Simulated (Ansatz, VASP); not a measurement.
Ba2SO in VASP and in Ansatz

```
O Ba S
1.0
     4.29302    0.00000    0.00000
     0.00000    4.29302    0.00000
     0.00000    0.00000    6.07753
O Ba S
1 2 1
Direct
  0.00000 0.00000 0.00000
  0.00000 0.00000 0.50000
  0.50000 0.50000 0.00000
  0.50000 0.50000 0.50000
```

Alike in both runs: task single point; functional PBE; k mesh 4 × 4 × 4; no spin polarisation.

|  | VASP | Ansatz |
| --- | --- | --- |
| version | VASP 6.6.1 | Ansatz 0.2.0 |
| potentials or method | VASP PAW PBE potentials, release 64 (O, Ba_sv, S) | plane waves, PAW |
| plane-wave cutoff (eV) | 600 | 420 |
| occupations | gaussian, width 0.01 eV | fixed |
| valence electrons in the cell | 32 | 32 |

```tsv
	VASP	Ansatz	Ansatz less VASP
gap on the k mesh at the Fermi level (eV)	1.57	1.64	+0.074
pressure (GPa)	1.2	0.4	-0.80
```

Spin-orbit coupling is off throughout.
